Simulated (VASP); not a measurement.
TiO2, 3 atoms in the cell. Symmetry: Fm-3m, No. 225, cubic system. Conventional cell: a = 4.888 Å, b = 4.888 Å, c = 4.888 Å, α = 90.00°, β = 90.00°, γ = 90.00°. Within 2.8 Å of Ti (site symmetry m-3m) lie 8 O at 2.12 Å. O (site symmetry -43m) has 4 Ti at 2.12 Å and 6 O at 2.44 Å within 2.8 Å.  This cell differs from its parent crystal: volume changed by +6%.

```yaml
Program: VASP 6.6.1
Task: single point
Functional: r2SCAN
Potentials_or_basis: VASP PAW PBE potentials, release 64 (Ti_sv, O)
Cutoff: 520 eV
k_mesh: 8 × 8 × 8
Occupations: gaussian, width 0.01 eV
Spin: no spin polarisation
Dipole_correction: no
Further_INCAR_settings: ALGO = Normal; EDIFF = 1e-06; NBANDS = 19
```

Potentials or basis: VASP PAW PBE potentials, release 64 (Ti_sv, O).

The run is started by

```bash
$ cat potpaw_PBE.64/Ti_sv/POTCAR potpaw_PBE.64/O/POTCAR > POTCAR
$ cp INCAR.step1 INCAR
$ mpirun -np 1 vasp_std > vasp.out
$ cp INCAR.step2 INCAR
$ mpirun -np 1 vasp_std > vasp.out
```

Hardware: 1 thread of Intel(R) Xeon(R) Platinum 8488C (Sapphire Rapids), on a shared host.

How long does it take, and how much memory?

Run time: 78 s on 1 thread of Intel(R) Xeon(R) Platinum 8488C (Sapphire Rapids), with other jobs on the host, peak memory 0.17 GiB. Counts: k points 29.
